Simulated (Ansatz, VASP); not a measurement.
BiIr: VASP beside Ansatz

```
Ir Bi
1.0
     0.00000    3.06748    3.06748
     3.06748    0.00000    3.06748
     3.06748    3.06748    0.00000
Ir Bi
1 1
Direct
  0.00000 0.00000 0.00000
  0.25000 0.25000 0.25000
```

Alike in both runs: task single point; functional PBEsol; k mesh 10 × 10 × 10; occupations gaussian, width 0.05 eV; no spin polarisation.

|  | VASP | Ansatz |
| --- | --- | --- |
| version | VASP 6.6.1 | Ansatz 0.2.0 |
| potentials or method | VASP PAW PBE potentials, release 64 (Ir, Bi_d), cutoff 500 eV | scalar-relativistic, plane waves, PAW |
| valence electrons in the cell | 24 | 32 |

|  | VASP | Ansatz | Ansatz less VASP |
| --- | --- | --- | --- |
| pressure (GPa) | -3.6 | -3.7 | -0.08 |

VASP's potentials were made for PBE, not for PBEsol. VASP's potentials hold 24 valence electrons a cell and Ansatz's 32, so a difference there can come from the potentials and not from the codes.

Neither program's run includes spin-orbit coupling.
